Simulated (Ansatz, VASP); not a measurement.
## Al2O3: VASP beside Ansatz

```
CELL_PARAMETERS angstrom
2.64279 0.00000 0.00000
-1.32140 2.28873 0.00000
0.00000 0.00000 11.12137
ATOMIC_POSITIONS crystal
Al 0.00000 0.00000 0.14999
Al 0.00000 0.00000 0.85001
O 0.33333 0.66667 0.22232
O 0.66667 0.33333 0.00000
O 0.33333 0.66667 0.77768
```

Alike in both runs: task single point; functional LDA; k mesh 12 × 12 × 4; occupations gaussian, width 0.05 eV; no spin polarisation.

|  | VASP | Ansatz |
| --- | --- | --- |
| version | VASP 6.6.1 | Ansatz 0.2.0 |
| potentials or method | VASP PAW LDA potentials, release 64 (Al, O), cutoff 520 eV | scalar-relativistic, plane waves, PAW |
| valence electrons in the cell | 24 | 24 |

```tsv
	VASP	Ansatz	Ansatz less VASP
gap on the k mesh at the Fermi level (eV)	3.01	2.99	-0.016
least direct gap on the mesh (eV)	3.01	2.99	-0.016
pressure (GPa)	9.7	8.7	-1.06
traceless stress, the component that is largest in VASP (GPa)	-45.31	-44.68	+0.626
rms of the force components (eV/Å)	1.209	1.193	-0.0164
```

LDA's correlation is that of Perdew and Zunger in VASP and of Perdew and Wang (1992) in Ansatz. Atom by atom the forces differ by 0.046 eV/Å (rms over components).
